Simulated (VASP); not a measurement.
Input of a VASP 6.6.1 run:

INCAR

```
  PREC = Accurate
  ENCUT = 520
  EDIFF = 1E-7
  ISMEAR = 0
  SIGMA = 0.15
  LREAL = F
  LASPH = T
  NELM = 80
  ALGO = Normal
  ISIF = 2
  LWAVE = F
  LCHARG = F
  GGA = CA
  NBANDS = 8
```

The input KPOINTS:

```
regular mesh
0
Gamma
  20 20 20
```

The input POSCAR:

```
Al
1.0
    0.0000000000      2.0745795000      2.0239800000
    2.0745795000      0.0000000000      2.0239800000
    2.0745795000      2.0745795000      0.0000000000
Al
1
Direct
    0.0000000000      0.0000000000      0.0000000000
```

Potentials or basis: VASP PAW LDA potentials, release 64 (Al).

Command:

```bash
$ cat potpaw_LDA.64/Al/POTCAR > POTCAR
$ mpirun -np 1 vasp_std > vasp.out
```

Q: What does it give for the pressure?

A: -6.4 GPa.

Q: What does it give for the band gap on the k mesh?

A: Zero (an odd number of electrons rules out a gap without spin polarisation).

Stress tensor (GPa, compression positive):
```
-6.52  0.00  0.00
 0.00 -6.52  0.00
 0.00  0.00 -6.24
```

Caveat: the cell differs from its parent crystal (strain +0.025 along x and y, +0.000 along z); the cell stands under tension.
